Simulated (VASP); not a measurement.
# PbI2 (P-3m1) in VASP: single point with PBE-based global hybrid with 5 % exact exchange

Aim: the single point of PbI2 with PBE-based global hybrid with 5 % exact exchange.

All numbers are computed with VASP 6.6.1; they aren't measurements. Logs are shortened: lines on timing, memory, paths and dates and some standing lists are left out, and cuts for length are marked.

### 1 The cell of the first run

It takes space group P-3m1 (No. 164, trigonal). The conventional cell has a = 4.564 Å, b = 4.564 Å, c = 7.048 Å, α = 90.00°, β = 90.00°, γ = 120.00°. Within 4.3 Å of Pb (site symmetry -3m) lie 6 I at 3.24 Å. I (site symmetry 3m) has 3 Pb at 3.24 Å and 3 I at 4.21 Å within 4.3 Å.

### 2 Single point, PBE-based global hybrid with 5 % exact exchange

File POSCAR:

```
PbI2
1.0
    4.5640816926      0.0000000000      0.0000000000
   -2.2820408463      3.9526106907      0.0000000000
    0.0000000000      0.0000000000      7.0475121411
Pb I
1 2
Direct
    0.0000000000      0.0000000000      0.0000000000
    0.3333333333      0.6666666667      0.2667068022
    0.6666666667      0.3333333333      0.7332931978
```

File INCAR.step1:

```
SYSTEM = PbI2
PREC = Accurate
ENCUT = 400
EDIFF = 1E-5
ISMEAR = 0
SIGMA = 0.01
LREAL = .FALSE.
LASPH = .TRUE.
NELM = 120
ALGO = Normal
ISIF = 2
LWAVE = .TRUE.
LCHARG = .FALSE.
NBANDS = 21
GGA = PE
GGA_COMPAT = .FALSE.
```

File INCAR.step2:

```
SYSTEM = PbI2
PREC = Accurate
ENCUT = 400
EDIFF = 1E-6
ISMEAR = 0
SIGMA = 0.01
LREAL = .FALSE.
LASPH = .TRUE.
NELM = 120
ALGO = Normal
ISIF = 2
LWAVE = .FALSE.
LCHARG = .FALSE.
GGA = PE
LHFCALC = .TRUE.
AEXX = 0.05
PRECFOCK = Normal
NBANDS = 21
ISTART = 1
GGA_COMPAT = .FALSE.
```

File KPOINTS:

```
regular mesh
0
G
  6 6 2
  0 0 0
```

Potentials or basis: VASP PAW PBE potentials, release 64 (Pb_d, I).

Command:

```console
> cat potpaw_PBE.64/Pb_d/POTCAR potpaw_PBE.64/I/POTCAR > POTCAR
> cp INCAR.step1 INCAR
> mpirun -np 1 vasp_std > vasp.out
> cp INCAR.step2 INCAR
> mpirun -np 1 vasp_std > vasp.out
```

OUTCAR:

```text
SYSTEM = PbI2
   PREC = Accurate
   ENCUT = 400
   EDIFF = 1E-6
   ISMEAR = 0
   LREAL = .FALSE.
   LASPH = .TRUE.
   NELM = 120
   ISIF = 2
   GGA = PE
   LHFCALC = .TRUE.
   AEXX = 0.05
   PRECFOCK = Normal
   ISTART = 1

 ion  position               nearest neighbor table
   1  0.000  0.000  0.000-   2 3.24   3 3.24   2 3.24   3 3.24   3 3.24   2 3.24
   2  0.333  0.667  0.267-   1 3.24   1 3.24   1 3.24
   3  0.667  0.333  0.733-   1 3.24   1 3.24   1 3.24

  LATTYP: Found a hexagonal cell.
 ALAT       =     4.5640816926
 C/A-ratio  =     1.5441248899

  Lattice vectors:

 A1 = (   4.5640816926,   0.0000000000,   0.0000000000)
 A2 = (  -2.2820408463,   3.9526106907,   0.0000000000)
 A3 = (   0.0000000000,   0.0000000000,   7.0475121411)

Analysis of symmetry for initial positions (statically):
=====================================================================
 Subroutine PRICEL returns:
 Original cell was already a primitive cell.

 Routine SETGRP: Setting up the symmetry group for a
 hexagonal supercell.

 Subroutine GETGRP returns: Found 12 space group operations
 (whereof 12 operations were pure point group operations)
 out of a pool of 24 trial point group operations.

The static configuration has the point symmetry D_3d.

Analysis of symmetry for dynamics (positions and initial velocities):
=====================================================================
 Subroutine PRICEL returns:
 Original cell was already a primitive cell.

 Routine SETGRP: Setting up the symmetry group for a
 hexagonal supercell.

 Subroutine GETGRP returns: Found 12 space group operations
 (whereof 12 operations were pure point group operations)
 out of a pool of 24 trial point group operations.

The dynamic configuration has the point symmetry D_3d.

 Subroutine INISYM returns: Found 12 space group operations
 (whereof 12 operations are pure point group operations),
 and found     1 'primitive' translations

----------------------------------------------------------------------------------------

                                     Primitive cell

  volume of cell :     127.1374

  direct lattice vectors                    reciprocal lattice vectors
     4.564081693  0.000000000  0.000000000     0.219102126  0.126498671  0.000000000
    -2.282040846  3.952610691  0.000000000     0.000000000  0.252997342  0.000000000
     0.000000000  0.000000000  7.047512141     0.000000000  0.000000000  0.141894044

  length of vectors
     4.564081693  4.564081693  7.047512141     0.252997342  0.252997342  0.141894044

  position of ions in fractional coordinates (direct lattice)
     0.000000000  0.000000000  0.000000000
     0.333333333  0.666666667  0.266706802
     0.666666667  0.333333333  0.733293198

  ion indices of the primitive-cell ions
   primitive index   ion index
                 1           1
                 2           2
                 3           3

----------------------------------------------------------------------------------------

 KPOINTS: regular mesh

Automatic generation of k-mesh.
 Grid dimensions read from file:
 generate k-points for:    6    6    2

 Generating k-lattice:

  Cartesian coordinates                     Fractional coordinates (reciprocal lattice)
     0.036517021  0.021083112  0.000000000     0.166666667 -0.000000000  0.000000000
     0.000000000  0.042166224  0.000000000     0.000000000  0.166666667  0.000000000
     0.000000000  0.000000000  0.070947022     0.000000000  0.000000000  0.500000000

  Length of vectors
     0.042166224  0.042166224  0.070947022

  Shift w.r.t. Gamma in fractional coordinates (k-lattice)
     0.000000000  0.000000000  0.000000000

 Subroutine IBZKPT returns following result:
 ===========================================

 Found     14 irreducible k-points:

 Following reciprocal coordinates:
            Coordinates               Weight
  0.000000  0.000000  0.000000      1.000000
  0.166667  0.000000  0.000000      6.000000
  0.333333  0.000000  0.000000      6.000000
  0.500000  0.000000  0.000000      3.000000
  0.166667  0.166667  0.000000      6.000000
  0.333333  0.166667  0.000000     12.000000
  0.333333  0.333333  0.000000      2.000000
  0.000000  0.000000  0.500000      1.000000
  0.166667  0.000000  0.500000      6.000000
  0.333333  0.000000  0.500000      6.000000
  0.500000  0.000000  0.500000      3.000000
  0.166667  0.166667  0.500000      6.000000
  0.333333  0.166667  0.500000     12.000000
  0.333333  0.333333  0.500000      2.000000
   k-points           NKPTS =     14   k-points in BZ     NKDIM =     72   number of bands    NBANDS=     21
   number of dos      NEDOS =    301   number of ions     NIONS =      3
   total plane-waves  NPLWV =  43200
   dimension x,y,z NGX =    30 NGY =   30 NGZ =   48
   dimension x,y,z NGXF=    60 NGYF=   60 NGZF=   96
   ions per type =               1   2
   NGX,Y,Z   is equivalent  to a cutoff of  10.93, 10.93, 11.32 a.u.
   NGXF,Y,Z  is equivalent  to a cutoff of  21.85, 21.85, 22.65 a.u.
 SYSTEM =  PbI2
   PREC   = accura    normal or accurate (medium, high low for compatibility)
   ISTART =      1    job   : 0-new  1-cont  2-samecut
   ICHARG =      0    charge: 1-file 2-atom 10-const
   ISPIN  =      1    spin polarized calculation?
   LNONCOLLINEAR =      F non collinear calculations
   LSORBIT =      F    spin-orbit coupling
   LASPH  =      T    aspherical Exc in radial PAW
   ENCUT  =  400.0 eV  29.40 Ry    5.42 a.u.   7.44  7.44 11.49*2*pi/ulx,y,z
   NELM   =    120;   NELMIN=  2; NELMDL=  0     # of ELM steps
   EDIFF  = 0.1E-05   stopping-criterion for ELM
   LREAL  =      F    real-space projection
   EDIFFG = 0.1E-04   stopping-criterion for IOM
   NSW    =      0    number of steps for IOM
   IBRION =     -1    ionic relax: 0-MD 1-quasi-New 2-CG
   NFREE  =      0    steps in history (QN), initial steepest desc. (CG)
   ISIF   =      2    stress and relaxation
   ISYM   =      3    0-nonsym 1-usesym 2-fastsym
   POTIM  = 0.5000    time-step for ionic-motion
   TEBEG  =    0.0;   TEEND  =   0.0 temperature during run
   PSTRESS=    0.0 pullay stress
   NELECT =      28.0000    total number of electrons
   NUPDOWN=      -1.0000    fix difference up-down
   EMIN   =  10.00;   EMAX   =-10.00  energy-range for DOS
   EFERMI =   0.00;   METHOD = LEGACY
   ISMEAR =     0;   SIGMA  =   0.01  broadening in eV -4-tet -1-fermi 0-gaus
   EFERMI_NEDOS =   21; number of points for ismear=-14 and -15
   IALGO  =     38    algorithm
   IMIX   =      1    mixing-type and parameters
     AMIX     =   0.40;   BMIX     =  1.00
     AMIX_MAG =   1.60;   BMIX_MAG =  1.00
  volume/ion in A,a.u.               =      42.38       285.99
  Fermi-wavevector in a.u.,A,eV,Ry     =   0.988636  1.868251 13.298349  0.977401
  Thomas-Fermi vector in A             =   2.120177
   LORBIT       =      0    0 simple, 1 ext, 2 COOP (PROOUT), +10 PAW based schemes
   GGA     = PE    functional components
   LHFCALC =     T    Hartree Fock is set to
   PRECFOCK=normal    Normal, Fast or Accurate (Low or Medium for compatibility)
   ENCUT4O =  -1.0   cutoff for four orbital integrals eV
   NKREDX  =     1    reduce k-point grid by
   NKREDY  =     1    reduce k-point grid by
   NKREDZ  =     1    reduce k-point grid by
   AEXX    =    0.0500 exact exchange contribution
   HFSCREEN=    0.0000 screening length (either q_TF or 0.3 A-1)
   HFSCREENC=   0.0000 screening length for correlation (either q_TF or 0.3 A-1)
   ENCUTFOCK=  -1.0 apply spherical cutoff to Coloumb kernel
   IVDW    =     0    specifies the selected vdW correction
   LEPSILON=     F    determine dielectric tensor
   LRPA    =     F    only Hartree local field effects (RPA)
 non-spin polarized calculation
 Gauss-broadening in eV      SIGMA  =   0.01
  energy-cutoff  :      400.00
  volume of cell :      127.14
 maximum number of plane-waves:      2326
 NGX is ok and might be reduce to    30
  NGX = 24; NGY = 24; NGZ = 36

 number of electron      27.9999997 magnetization

 Free energy of the ion-electron system (eV)
  ---------------------------------------------------
  ext. energy  EPLUGINS =         0.00000000
  ---------------------------------------------------
  free energy    TOTEN  =        -9.13455112 eV

  energy without entropy =       -9.13455112  energy(sigma->0) =       -9.13455112

 E-fermi :   2.4988     XC(G=0):  -7.7383

 val. band max:        2.3910362170   @ k =   0.0000   0.0000   0.5000
 cond. band min:       4.8824812823   @ k =   0.0000   0.0000   0.5000
 fundamental gap:      2.4914450653
 Fermi energy:         2.4988103286

 k-point     1 :       0.0000    0.0000    0.0000
  band No.  band energies     occupation
      1     -14.1060      2.00000
      2     -14.1060      2.00000
      3     -14.0905      2.00000
      4     -14.0839      2.00000
      5     -14.0839      2.00000
      6     -10.0152      2.00000
[... 13 lines left out ...]
     20      10.5418      0.00000
     21      10.6065      0.00000

 k-point     2 :       0.1667    0.0000    0.0000
  band No.  band energies     occupation
      1     -14.1151      2.00000
      2     -14.1029      2.00000
      3     -14.0883      2.00000
      4     -14.0852      2.00000
      5     -14.0825      2.00000
      6      -9.8917      2.00000
[... 13 lines left out ...]
     20      10.0820      0.00000
     21      10.7087      0.00000

 k-point     3 :       0.3333    0.0000    0.0000
  band No.  band energies     occupation
      1     -14.1346      2.00000
      2     -14.0996      2.00000
      3     -14.0907      2.00000
      4     -14.0793      2.00000
      5     -14.0767      2.00000
      6      -9.5897      2.00000
[... 13 lines left out ...]
     20      10.9584      0.00000
     21      11.5201      0.00000
[... 217 lines left out ...]
 k-point    13 :       0.3333    0.1667    0.5000
  band No.  band energies     occupation
      1     -14.1366      2.00000
      2     -14.1065      2.00000
      3     -14.0885      2.00000
      4     -14.0789      2.00000
      5     -14.0743      2.00000
      6      -9.3097      2.00000
[... 13 lines left out ...]
     20      10.8292      0.00000
     21      10.9650      0.00000

 k-point    14 :       0.3333    0.3333    0.5000
  band No.  band energies     occupation
      1     -14.1235      2.00000
      2     -14.1235      2.00000
      3     -14.0811      2.00000
      4     -14.0811      2.00000
      5     -14.0777      2.00000
      6      -9.2022      2.00000
[... 13 lines left out ...]
     20      10.4159      0.00000
     21      10.8451      0.00000

------------------------ aborting loop because EDIFF is reached ----------------------------------------

  FORCE on cell =-STRESS in cart. coord.  units (eV):
  Direction    XX          YY          ZZ          XY          YZ          ZX
  --------------------------------------------------------------------------------------
  -------------------------------------------------------------------------------------
  Total        0.8868048      0.8868048      0.8398670      0.0000000      0.0000000      0.0000000
  in kB       11.1754580     11.1754580     10.5839514      0.0000000      0.0000000      0.0000000
  external PRESSURE =      10.9782891 kB  Pullay stress =       0.0000000 kB

 VOLUME and BASIS-vectors are now :
 -----------------------------------------------------------------------------
  energy-cutoff  :      400.00
  volume of cell :      127.14
      direct lattice vectors                 reciprocal lattice vectors
     4.564081693  0.000000000  0.000000000     0.219102126  0.126498671  0.000000000
    -2.282040846  3.952610691  0.000000000     0.000000000  0.252997342  0.000000000
     0.000000000  0.000000000  7.047512141     0.000000000  0.000000000  0.141894044

 POSITION                                       TOTAL-FORCE (eV/Angst)
 -----------------------------------------------------------------------------------
      0.00000      0.00000      0.00000        -0.000000      0.000000      0.000000
     -0.00000      2.63507      1.87962         0.000000     -0.000000      0.020749
      2.28204      1.31754      5.16789        -0.000000      0.000000     -0.020749
 -----------------------------------------------------------------------------------
    total drift:                               -0.000001     -0.000001     -0.000002

  FREE ENERGIE OF THE ION-ELECTRON SYSTEM (eV)
  ---------------------------------------------------
  free  energy   TOTEN  =        -9.1345511249 eV

  energy  without entropy=       -9.1345511249  energy(sigma->0) =       -9.13455112
```

Run time: 22 min. Hardware: 1 thread of Intel Xeon Platinum 8488C (Sapphire Rapids), shared host; peak memory 0.24 GiB.

What came out:

* Free energy: -9.1346 eV
* Pressure: 1.1 GPa
* Largest force: 0.021 eV/Å
* Band gap on the k mesh: 2.49 eV

Forces in eV/Å, atoms in the order of the input:
```
Pb   0.000  0.000  0.000
I    0.000  0.000  0.021
I    0.000  0.000 -0.021
```

Levels at points of the mesh, in eV from the valence-band top:
```tsv
k point	band 10	band 11	band 12	band 13	band 14	band 15	band 16	band 17	band 18	band 19
(0.00, 0.00, 0.00)	-1.02	-1.02	-0.94	-0.94	-0.77	2.75	3.62	3.62	6.67	7.70
(0.50, 0.00, 0.00)	-2.45	-2.09	-1.62	-0.80	-0.41	3.11	3.92	4.91	5.35	8.35
(0.00, 0.00, 0.50)	-1.16	-1.16	-0.76	-0.76	0.00	2.49	3.44	3.44	6.67	7.65
(0.50, 0.00, 0.50)	-1.87	-1.77	-1.37	-1.16	-0.72	3.45	3.97	4.36	6.06	7.83
```

Caveat: the k points lie up to 0.45 Å⁻¹ apart; the PAW data sets were made with another functional, which shifts forces and pressure a little; spin-orbit coupling is left out, which moves the levels of the heavy elements.
